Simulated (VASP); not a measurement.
A run of VASP 6.6.1 is set up as follows.

The input INCAR:

```
PREC = Accurate
ENCUT = 520
EDIFF = 1E-7
ISMEAR = 0
SIGMA = 0.1
LREAL = False
LASPH = True
NELM = 150
ALGO = Normal
ISIF = 2
LWAVE = False
LCHARG = False
ISPIN = 2
MAGMOM = 0.5 0
LORBIT = 11
LMAXMIX = 4
GGA = PE
NBANDS = 21
```

Contents of KPOINTS:

```
regular mesh
0
Gamma
  12 12 12
```

The input POSCAR:

```
TeW
1.0
    0.0000000000      3.0618296945      3.0618296945
    3.0618296945      0.0000000000      3.0618296945
    3.0618296945      3.0618296945      0.0000000000
W Te
1 1
Direct
    0.0000000000      0.0000000000      0.0000000000
    0.2500000000      0.2500000000      0.2500000000
```

Potentials or basis: VASP PAW PBE potentials, release 64 (W_sv, Te).

Run with:

```bash
$ cat potpaw_PBE.64/W_sv/POTCAR potpaw_PBE.64/Te/POTCAR > POTCAR
$ mpirun -np 1 vasp_std > vasp.out
```

Problem. Predict the site moments.

Solution. W +1.10; Te -0.03 μB.

Problem. What does it give for the net moment?

Solution. 1.40 μB per cell.
